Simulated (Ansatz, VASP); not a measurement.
# Two plane-wave programs on Sn

The input INCAR:

```
  ALGO = Fast
  EDIFF = 1E-6
  ENCUT = 520
  GGA = PS
  ISIF = 2
  ISMEAR = 0
  LASPH = True
  LCHARG = False
  LREAL = False
  LWAVE = False
  NBANDS = 13
  NELM = 80
  PREC = Accurate
  SIGMA = 0.15
```

KPOINTS

```
k-points
0
Gamma
  18 18 18
```

The input POSCAR:

```
Sn
1.0
   -1.8946518192      1.8946518192      1.8378122646
    1.8946518192     -1.8946518192      1.8378122646
    1.8946518192      1.8946518192     -1.8378122646
Sn
1
Direct
    0.0000000000      0.0000000000      0.0000000000
```

Input for Ansatz:

```yaml
crystal:
  lattice:
    - [-1.8946518192, 1.8946518192, 1.8378122646]
    - [1.8946518192, -1.8946518192, 1.8378122646]
    - [1.8946518192, 1.8946518192, -1.8378122646]
  atoms:
    - { symbol: Sn, position: [0.0, 0.0, 0.0] }
basis:
  ecutwfc: 420
kpoints:
  mp_grid: { grid: [18, 18, 18] }
hamiltonian:
  xc: pbesol
scf:
  occupations: { method: gaussian, width: 0.15 }
output:
  forces: true
  stress: true
  eigenvalues: true
```

Change from the starting cell: strain +0.000 along x and y, -0.030 along z, atoms carried along.

Alike in both runs: task single point; functional PBEsol; k mesh 18 × 18 × 18; occupations gaussian, width 0.15 eV; no spin polarisation.

|  | VASP | Ansatz |
| --- | --- | --- |
| version | VASP 6.6.1 | Ansatz 0.2.0 |
| potentials or method | VASP PAW PBE potentials, release 64 (Sn_d), cutoff 520 eV | scalar-relativistic, plane waves, PAW |
| valence electrons in the cell | 14 | 14 |

|  | VASP | Ansatz | Ansatz less VASP |
| --- | --- | --- | --- |
| gap on the k mesh at the Fermi level (eV) | none | none | - |
| pressure (GPa) | -0.4 | -0.4 | +0.01 |
| traceless stress, the component that is largest in VASP (GPa) | -0.59 | -0.59 | -0.001 |

VASP's potentials were made for PBE, not for PBEsol. A gap of «none» marks a metal or a gap that the smearing closes.
